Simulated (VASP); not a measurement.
Here is a VASP 6.6.1 calculation.

The input INCAR:

```
PREC = Accurate ; ENCUT = 520
EDIFF = 1E-6 ; ISMEAR = -1
SIGMA = 0.03 ; LREAL = F
LASPH = T ; NELM = 60
ALGO = Normal ; ISIF = 2
LWAVE = F ; LCHARG = F
GGA = PS ; NBANDS = 23
```

KPOINTS

```
Automatic mesh
0
Gamma
  6 6 4
```

File POSCAR:

```
NaScTe2
1.0
    4.2460482197      0.0000000000      0.0000000000
    0.0000000000      4.2460482197      0.0000000000
    0.0000000000      0.0000000000      5.8539797742
Na Te Sc
1 2 1
Direct
    0.0000000000      0.0000000000      0.0000000000
    0.0000000000      0.0000000000      0.5000000000
    0.5000000000      0.5000000000      0.0000000000
    0.5000000000      0.5000000000      0.5000000000
```

Potentials or basis: VASP PAW PBE potentials, release 64 (Na_pv, Te, Sc_sv).

Run with:

```bash
$ cat potpaw_PBE.64/Na_pv/POTCAR potpaw_PBE.64/Te/POTCAR potpaw_PBE.64/Sc_sv/POTCAR > POTCAR
$ mpirun -np 1 vasp_std > vasp.out
```

(1) What does it give for the band gap on the k mesh?

(2) Predict the pressure.

Answers

(1) zero (bands 15 and 16 overlap by 0.44 eV).

(2) 0.1 GPa.

Caveat: semilocal functionals underestimate gaps, and a narrow one can read as zero; the PAW data sets were made with another functional, which shifts forces and pressure a little; spin-orbit coupling is left out, which moves the levels of the heavy elements.
